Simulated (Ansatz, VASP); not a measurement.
Cl in VASP and in Ansatz

```xyz
4
Lattice="4.4127 0.0000 0.0000 -2.2064 3.8215 0.0000 0.0000 0.0000 9.9769" Properties=species:S:1:pos:R:3 pbc="T T T"
Cl    0.0000    0.0000    2.4942
Cl    0.0000    0.0000    7.4827
Cl    0.0000    2.5477    7.4827
Cl    2.2064    1.2738    2.4942
```

Alike in both runs: functional PBEsol; k mesh 6 × 6 × 2; occupations gaussian, width 0.1 eV; no spin polarisation.

Ansatz relaxed the structure, and its values are those at the end. VASP's run is a single point on that final structure, the one shown.

|  | VASP | Ansatz |
| --- | --- | --- |
| version | VASP 6.6.1 | Ansatz 0.2.0 |
| potentials or method | VASP PAW PBE potentials, release 64 (Cl), cutoff 520 eV | scalar-relativistic, plane waves, PAW |
| valence electrons in the cell | 28 | 28 |

```csv
,VASP,Ansatz,Ansatz less VASP
gap on the k mesh at the Fermi level (eV),none,none,-
pressure (GPa),-0.2,-0.1,+0.03
```

VASP's potentials were made for PBE, not for PBEsol. A gap of «none» marks a metal or a gap that the smearing closes. The functional is the same, so the differences come from potentials, cutoffs and numerics.
